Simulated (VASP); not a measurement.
# CuO2 (P6/mmm) in VASP: relaxation of cell and atoms with PBE

Aim: the relaxation of cell and atoms of CuO2 with PBE.

All numbers are computed with VASP 6.6.1; they aren't measurements. Logs are shortened: lines on timing, memory, paths and dates and some standing lists are left out, and cuts for length are marked.

**1. The cell of the first run**

The structure is hexagonal, space group P6/mmm (No. 191). Conventional cell: a = 3.925 Å, b = 3.925 Å, c = 5.706 Å, α = 90.00°, β = 90.00°, γ = 120.00°. Within 3.1 Å of Cu (site symmetry 6/mmm) lie 12 O at 2.37 Å and 2 Cu at 2.85 Å. Cu (site symmetry 6/mmm) has 2 Cu at 2.85 Å and 12 O at 3.13 Å within 3.8 Å. O (site symmetry 3m) has 1 O at 1.39 Å within 1.9 Å.

**2. Relaxation of cell and atoms, PBE, collinear spin, antiferromagnetic start**

INCAR reads:

```
PREC     = Accurate       # precision mode
ENCUT    = 600            # plane-wave cutoff, eV
EDIFF    = 1E-6           # SCF threshold, eV
ISMEAR   = 0              # smearing method
SIGMA    = 0.1            # smearing width, eV
LREAL    = False          # projectors in reciprocal space
LASPH    = True           # aspherical terms in the spheres
NELM     = 150            # most SCF steps
ALGO     = Normal         # electronic algorithm
ISIF     = 3              # what is computed and relaxed
LWAVE    = False          # write WAVECAR
LCHARG   = False          # write CHGCAR
ISPIN    = 2              # spin polarisation
MAGMOM   = 1 -1 0 0 0 0   # initial moments
LORBIT   = 11             # projections on sites
LMAXMIX  = 4              # l up to which the mixer works
GGA      = PE             # functional
IBRION   = 2              # ionic algorithm
NSW      = 90             # ionic steps
EDIFFG   = -0.04          # ionic threshold
```

KPOINTS reads:

```
regular mesh
0
Gamma
  6 6 4
```

POSCAR reads:

```
CuO2
1.0
    3.9250656000      0.0000000000      0.0000000000
   -1.9625328000      3.3992065200      0.0000000000
    0.0000000000      0.0000000000      5.7062739300
Cu O
2 4
Direct
    0.0000000000      0.0000000000      0.5000000000
    0.0000000000      0.0000000000      0.0000000000
    0.3333333300      0.6666666700      0.6215358600
    0.6666666700      0.3333333300      0.6215358600
    0.6666666700      0.3333333300      0.3784641400
    0.3333333300      0.6666666700      0.3784641400
```

Potentials or basis: VASP PAW PBE potentials, release 64 (Cu, O).

The run is started by

```console
$ cat potpaw_PBE.64/Cu/POTCAR potpaw_PBE.64/O/POTCAR > POTCAR
$ mpirun -np 1 vasp_std > vasp.out
```

OUTCAR:

```text
PREC = Accurate
   ENCUT = 600
   EDIFF = 1E-6
   ISMEAR = 0
   LREAL = False
   LASPH = True
   NELM = 150
   ISIF = 3
   ISPIN = 2
   LORBIT = 11
   GGA = PE
   IBRION = 2
   NSW = 90
   EDIFFG = -0.04

 ion  position               nearest neighbor table
   1  0.000  0.000  0.500-   3 2.37   4 2.37   5 2.37   6 2.37   3 2.37   6 2.37   4 2.37   5 2.37
                             4 2.37   5 2.37   3 2.37   6 2.37
   2  0.000  0.000  0.000-
   3  0.333  0.667  0.622-   6 1.39   1 2.37   1 2.37   1 2.37
   4  0.667  0.333  0.622-   5 1.39   1 2.37   1 2.37   1 2.37
   5  0.667  0.333  0.378-   4 1.39   1 2.37   1 2.37   1 2.37
   6  0.333  0.667  0.378-   3 1.39   1 2.37   1 2.37   1 2.37

  LATTYP: Found a hexagonal cell.
 ALAT       =     3.9250656000
 C/A-ratio  =     1.4538034549

  Lattice vectors:

 A1 = (   3.9250656000,   0.0000000000,   0.0000000000)
 A2 = (  -1.9625328000,   3.3992065200,   0.0000000000)
 A3 = (   0.0000000000,   0.0000000000,   5.7062739300)

Analysis of symmetry for initial positions (statically):
=====================================================================
 Subroutine PRICEL returns:
 Original cell was already a primitive cell.

 Routine SETGRP: Setting up the symmetry group for a
 hexagonal supercell.

 Subroutine GETGRP returns: Found 24 space group operations
 (whereof 24 operations were pure point group operations)
 out of a pool of 24 trial point group operations.

The static configuration has the point symmetry D_6h.

Analysis of symmetry for dynamics (positions and initial velocities):
=====================================================================
 Subroutine PRICEL returns:
 Original cell was already a primitive cell.

 Routine SETGRP: Setting up the symmetry group for a
 hexagonal supercell.

 Subroutine GETGRP returns: Found 24 space group operations
 (whereof 24 operations were pure point group operations)
 out of a pool of 24 trial point group operations.

The dynamic configuration has the point symmetry D_6h.

Analysis of structural, dynamic, and magnetic symmetry:
=====================================================================
 Subroutine PRICEL returns:
 Original cell was already a primitive cell.

 Routine SETGRP: Setting up the symmetry group for a
 hexagonal supercell.

 Subroutine GETGRP returns: Found 24 space group operations
 (whereof 24 operations were pure point group operations)
 out of a pool of 24 trial point group operations.

The overall configuration has the point symmetry D_6h.

 Subroutine INISYM returns: Found 24 space group operations
 (whereof 24 operations are pure point group operations),
 and found     1 'primitive' translations

----------------------------------------------------------------------------------------

                                     Primitive cell

  volume of cell :      76.1337

  direct lattice vectors                    reciprocal lattice vectors
     3.925065600  0.000000000  0.000000000     0.254772812  0.147093152  0.000000000
    -1.962532800  3.399206520  0.000000000     0.000000000  0.294186303  0.000000000
     0.000000000  0.000000000  5.706273930     0.000000000  0.000000000  0.175245705

  length of vectors
     3.925065600  3.925065599  5.706273930     0.294186303  0.294186303  0.175245705

  position of ions in fractional coordinates (direct lattice)
     0.000000000  0.000000000  0.500000000
     0.000000000  0.000000000  0.000000000
     0.333333330  0.666666670  0.621535860
     0.666666670  0.333333330  0.621535860
     0.666666670  0.333333330  0.378464140
     0.333333330  0.666666670  0.378464140

  ion indices of the primitive-cell ions
   primitive index   ion index
                 1           1
                 2           2
                 3           3
                 4           4
                 5           5
                 6           6

----------------------------------------------------------------------------------------
[... 31 lines left out ...]
  0.166667  0.166667  0.000000      6.000000
  0.333333  0.166667  0.000000     12.000000
[... 13 lines left out ...]
  0.333333  0.166667  0.500000     12.000000
  0.333333  0.333333  0.500000      2.000000
   k-points           NKPTS =     21   k-points in BZ     NKDIM =     21   number of bands    NBANDS=     27
   number of dos      NEDOS =    301   number of ions     NIONS =      6
   total plane-waves  NPLWV =  49152
   dimension x,y,z NGX =    32 NGY =   32 NGZ =   48
   dimension x,y,z NGXF=    64 NGYF=   64 NGZF=   96
   ions per type =               2   4
   NGX,Y,Z   is equivalent  to a cutoff of  13.55, 13.55, 13.98 a.u.
   NGXF,Y,Z  is equivalent  to a cutoff of  27.11, 27.11, 27.97 a.u.
 SYSTEM =  unknown system
   PREC   = accura    normal or accurate (medium, high low for compatibility)
   ISTART =      0    job   : 0-new  1-cont  2-samecut
   ICHARG =      2    charge: 1-file 2-atom 10-const
   ISPIN  =      2    spin polarized calculation?
   LNONCOLLINEAR =      F non collinear calculations
   LSORBIT =      F    spin-orbit coupling
   LASPH  =      T    aspherical Exc in radial PAW
   ENCUT  =  600.0 eV  44.10 Ry    6.64 a.u.   7.84  7.84 11.40*2*pi/ulx,y,z
   NELM   =    150;   NELMIN=  2; NELMDL= -5     # of ELM steps
   EDIFF  = 0.1E-05   stopping-criterion for ELM
   LREAL  =      F    real-space projection
   EDIFFG = -.4E-01   stopping-criterion for IOM
   NSW    =     90    number of steps for IOM
   IBRION =      2    ionic relax: 0-MD 1-quasi-New 2-CG
   NFREE  =      1    steps in history (QN), initial steepest desc. (CG)
   ISIF   =      3    stress and relaxation
   ISYM   =      2    0-nonsym 1-usesym 2-fastsym
   POTIM  = 0.5000    time-step for ionic-motion
   TEBEG  =    0.0;   TEEND  =   0.0 temperature during run
   PSTRESS=    0.0 pullay stress
   NELECT =      46.0000    total number of electrons
   NUPDOWN=      -1.0000    fix difference up-down
   EMIN   =  10.00;   EMAX   =-10.00  energy-range for DOS
   EFERMI =   0.00;   METHOD = LEGACY
   ISMEAR =     0;   SIGMA  =   0.10  broadening in eV -4-tet -1-fermi 0-gaus
   EFERMI_NEDOS =   21; number of points for ismear=-14 and -15
   IALGO  =     38    algorithm
   IMIX   =      4    mixing-type and parameters
     AMIX     =   0.40;   BMIX     =  1.00
     AMIX_MAG =   1.60;   BMIX_MAG =  1.00
  volume/ion in A,a.u.               =      12.69        85.63
  Fermi-wavevector in a.u.,A,eV,Ry     =   1.383997  2.615375 26.061240  1.915447
  Thomas-Fermi vector in A             =   2.508542
   LORBIT       =     11    0 simple, 1 ext, 2 COOP (PROOUT), +10 PAW based schemes
   GGA     = PE    functional components
   LHFCALC =     F    Hartree Fock is set to
   AEXX    =    0.0000 exact exchange contribution
   IVDW    =     0    specifies the selected vdW correction
   LEPSILON=     F    determine dielectric tensor
   LRPA    =     F    only Hartree local field effects (RPA)
 conjugate gradient relaxation of ions
 spin polarized calculation
 Gauss-broadening in eV      SIGMA  =   0.10
  energy-cutoff  :      600.00
  volume of cell :       76.13
 maximum number of plane-waves:      2568
 NGX is ok and might be reduce to    32
   NGX = 15   NGY = 15   NGZ = 23

--------------------------------------- Ionic step        1  -------------------------------------------

 number of electron      45.9999965 magnetization       0.0013196

 number of electron      45.9999965 magnetization      -0.0004229

 Free energy of the ion-electron system (eV)
  ---------------------------------------------------
  ext. energy  EPLUGINS =         0.00000000
  ---------------------------------------------------
  free energy    TOTEN  =       -22.83004958 eV

  energy without entropy =      -22.82514913  energy(sigma->0) =      -22.82759935

------------------------ aborting loop because EDIFF is reached ----------------------------------------

  FORCE on cell =-STRESS in cart. coord.  units (eV):
  Direction    XX          YY          ZZ          XY          YZ          ZX
  --------------------------------------------------------------------------------------
  -------------------------------------------------------------------------------------
  Total        4.6660061      4.6660061     -6.3134864      0.0000000     -0.0000000      0.0000000
  in kB       98.1926087     98.1926086   -132.8625999      0.0000000     -0.0000000      0.0000000
  external PRESSURE =      21.1742058 kB  Pullay stress =       0.0000000 kB
[... 105 lines left out ...]
  FREE ENERGIE OF THE ION-ELECTRON SYSTEM (eV)
  ---------------------------------------------------
  free  energy   TOTEN  =       -23.0325975803 eV

  energy  without entropy=      -23.0271502075  energy(sigma->0) =      -23.02987389

 E-fermi :   2.3444     XC(G=0):  -9.9501

 val. band max:        2.3036467829   @ k =   0.5000   0.0000   0.0000
 cond. band min:       2.3473611452   @ k =   0.1667  -0.0000   0.0000
 fundamental gap:      0.0437143623
 Fermi energy:         2.3444419192

 spin component 1

 k-point     1 :       0.0000    0.0000    0.0000
  band No.  band energies     occupation
      1     -22.1459      1.00000
      2     -21.0327      1.00000
      3     -13.0410      1.00000
      4     -11.7099      1.00000
      5      -5.4601      1.00000
      6      -4.8080      1.00000
[... 1252 lines left out ...]
     26       4.2790      0.00000
     27       6.4934      0.00000

[... ionic steps 4 to 18 ...]

--------------------------------------- Ionic step       19  -------------------------------------------

 number of electron      45.9999996 magnetization       0.0000000

 number of electron      45.9999996 magnetization      -0.0000000
[... 81 lines left out ...]
 number of electron      45.9999996 magnetization      -0.0000000

 number of electron      45.9999996 magnetization       0.0000000

 Free energy of the ion-electron system (eV)
  ---------------------------------------------------
  ext. energy  EPLUGINS =         0.00000000
  ---------------------------------------------------
  free energy    TOTEN  =       -23.59762488 eV

  energy without entropy =      -23.59389281  energy(sigma->0) =      -23.59575885

 E-fermi :   2.9822     XC(G=0): -10.2993

 val. band max:        2.9161032884   @ k =   0.1667  -0.0000   0.0000
 cond. band min:       3.0383736411   @ k =   0.1667  -0.0000   0.0000
 fundamental gap:      0.1222703526
 Fermi energy:         2.9822093644

 spin component 1

 k-point     1 :       0.0000    0.0000    0.0000
  band No.  band energies     occupation
      1     -21.7749      1.00000
      2     -20.4407      1.00000
      3     -12.7153      1.00000
      4     -11.1454      1.00000
      5      -5.1521      1.00000
      6      -4.5071      1.00000
[... 1285 lines left out ...]
  FREE ENERGIE OF THE ION-ELECTRON SYSTEM (eV)
  ---------------------------------------------------
  free  energy   TOTEN  =       -23.5976248835 eV

  energy  without entropy=      -23.5938928121  energy(sigma->0) =      -23.59575885

 reached required accuracy - stopping structural energy minimisation

 total charge

# of ion       s       p       d       tot
------------------------------------------
    1        0.205   0.187   9.331   9.723
    2        0.299   0.089   9.385   9.773
    3        1.613   3.229   0.000   4.842
    4        1.613   3.229   0.000   4.842
    5        1.613   3.229   0.000   4.842
    6        1.613   3.229   0.000   4.842
--------------------------------------------------
tot          6.957  13.193  18.716  38.866

 magnetization (x)

# of ion       s       p       d       tot
------------------------------------------
    1       -0.000   0.000   0.000   0.000
    2       -0.000  -0.000  -0.000  -0.000
    3        0.000   0.000   0.000   0.000
    4        0.000   0.000   0.000   0.000
    5        0.000   0.000   0.000   0.000
    6        0.000   0.000   0.000   0.000
--------------------------------------------------
tot         -0.000   0.000   0.000   0.000
```

Wall time 41 min (1 thread of Intel Xeon Platinum 8259CL at 2.50GHz (Skylake/Cascade Lake), shared host); peak memory 0.29 GiB.

What came out:

* Free energy: -23.5976 eV
* Relaxed volume: 12.15 Å³/atom
* Relaxed cell: a = 4.191 Å, b = 4.191 Å, c = 4.792 Å, α = 90.00°, β = 90.00°, γ = 120.00°
* Space group after relaxing (to 0.05 Å): P6/mmm (No. 191)
* Energy gained by relaxing: 127.9 meV/atom
* Ionic steps: 21
* Pressure after relaxing: -0.4 GPa
* Largest force after relaxing: 0.013 eV/Å
* Band gap on the k mesh: 0.12 eV, direct
* Net moment: 0.00 μB per cell
* Valence electrons inside the program's atomic spheres: Cu 9.72, 9.77; O 4.84

Forces on the atoms (eV/Å):
```
Cu   0.000  0.000  0.000
Cu   0.000  0.000  0.000
O    0.000  0.000  0.013
O    0.000  0.000  0.013
O    0.000  0.000 -0.013
O    0.000  0.000 -0.013
```

The path:
| step | energy change (eV) | largest force (eV/Å) | pressure (GPa) | volume (Å³) |
| --- | --- | --- | --- | --- |
| 1 | 0.0000 | 1.0764 | 2.12 | 76.13 |
| 2 | 0.3361 | 6.9771 | 13.67 | 77.79 |
| 3 | -0.2025 | 1.1710 | 5.11 | 76.87 |
| 4 | -0.4578 | 0.0799 | -2.10 | 81.70 |
| 5 | -0.4751 | 0.2799 | -3.97 | 83.45 |
| 6 | -0.5026 | 1.8518 | -0.59 | 82.89 |
| 7 | -0.5283 | 0.9318 | -2.18 | 83.15 |
| 8 | -0.6140 | 0.5909 | -2.79 | 81.66 |
| 9 | -0.6581 | 0.2646 | -3.06 | 79.38 |
| 10 | -0.6588 | 0.3157 | -3.08 | 79.72 |
| 11 | -0.7082 | 0.2160 | -3.51 | 77.85 |
| 12 | -0.7284 | 0.7185 | -3.80 | 75.66 |
| 13 | -0.7503 | 0.4687 | -2.45 | 74.47 |
| 14 | -0.7640 | 0.0596 | -0.24 | 72.62 |
| 15 | -0.7649 | 0.0100 | -0.20 | 72.72 |
| 16 | -0.7657 | 0.1054 | -0.19 | 72.94 |
| 17 | -0.7663 | 0.0702 | -0.27 | 72.96 |
| 18 | -0.7668 | 0.0164 | -0.41 | 72.99 |
| 19 | -0.7669 | 0.0869 | -0.72 | 73.04 |
| 20 | -0.7670 | 0.0347 | -0.62 | 73.01 |
| 21 | -0.7676 | 0.0127 | -0.37 | 72.88 |

Final structure:
```cif
data_structure
_symmetry_space_group_name_H-M 'P 1'
_symmetry_Int_Tables_number 1
_cell_length_a 4.1906
_cell_length_b 4.1906
_cell_length_c 4.7923
_cell_angle_alpha 90.000
_cell_angle_beta 90.000
_cell_angle_gamma 120.000
_cell_volume 72.88
loop_
_atom_site_label
_atom_site_type_symbol
_atom_site_fract_x
_atom_site_fract_y
_atom_site_fract_z
_atom_site_occupancy
Cu1 Cu 0.00000 0.00000 0.50000 1
Cu2 Cu 0.00000 0.00000 0.00000 1
O1 O 0.33333 0.66667 0.64108 1
O2 O 0.66667 0.33333 0.64108 1
O3 O 0.66667 0.33333 0.35892 1
O4 O 0.33333 0.66667 0.35892 1
```

A k mesh can miss the band edges.
